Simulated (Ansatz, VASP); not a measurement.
**LiSe3: VASP beside Ansatz**

```
Li Se
1.0
     3.61629    0.00000    0.00000
    -1.80814    3.13180    0.00000
     0.00000    0.00000    7.89922
Li Se
1 3
Direct
  0.00000 0.00000 0.50000
  0.66667 0.33333 0.68241
  0.66667 0.33333 0.31759
  0.66667 0.33333 0.00000
```

Alike in both runs: task relaxation of cell and atoms; functional PBE; k mesh 6 × 6 × 2; occupations gaussian, width 0.1 eV; no spin polarisation.

|  | VASP | Ansatz |
| --- | --- | --- |
| version | VASP 6.6.1 | Ansatz 0.2.0 |
| potentials or method | VASP PAW PBE potentials, release 64 (Li_sv, Se), cutoff 600 eV | scalar-relativistic, plane waves, PAW |
| valence electrons in the cell | 21 | 51 |

|  | VASP | Ansatz | Ansatz less VASP |
| --- | --- | --- | --- |
| gap on the k mesh at the Fermi level, each at its own relaxed structure (eV) | none | none | - |
| relaxed volume (Å³/atom) | 25.22 | 25.28 | +0.056 |
| relaxed cell length with the largest relative difference (Å) | 3.960 | 3.965 | +0.0048 |

A gap of «none» marks a metal or a gap that the smearing closes. VASP's potentials hold 21 valence electrons a cell and Ansatz's 51, so a difference there can come from the potentials and not from the codes.

The k mesh is coarse, so the values compare programs but aren't converged. Noted on VASP's run: the cutoff is short for stress, so the pressure is rough.
